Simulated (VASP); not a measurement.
The system is Fe.

```xyz
2
Lattice="0.0000 3.5570 3.5570 1.7785 0.0000 1.7785 1.7785 1.7785 0.0000" Properties=species:S:1:pos:R:3 pbc="T T T"
Fe    0.0000    0.0000    0.0000
Fe    0.0000    1.7785    1.7785
```

This isn't the form of Fe at room conditions, which is bcc.

Base run:

```yaml
Program: VASP 6.6.1
Functional: PBE
Potentials_or_basis: VASP PAW PBE potentials, release 64 (Fe)
Cutoff: 520 eV
k_mesh: 6 × 12 × 12
Occupations: gaussian, width 0.1 eV
Spin: collinear spin, zero start
Starting_moments: "[0.0, 0.0] μB"
```

Its results: pressure -21.7 GPa; net moment 0.00 μB per cell.

Task: The run is repeated on the same cell with these changes: spin from collinear spin, zero start to collinear spin; moments at the start from [0.0, 0.0] to [0.0, 4.0]. What comes out?

Result: Pressure -13.2 GPa; net moment 1.63 μB per cell; site moments Fe -0.10, +1.72 μB.

Caveats: the cell stands under tension.
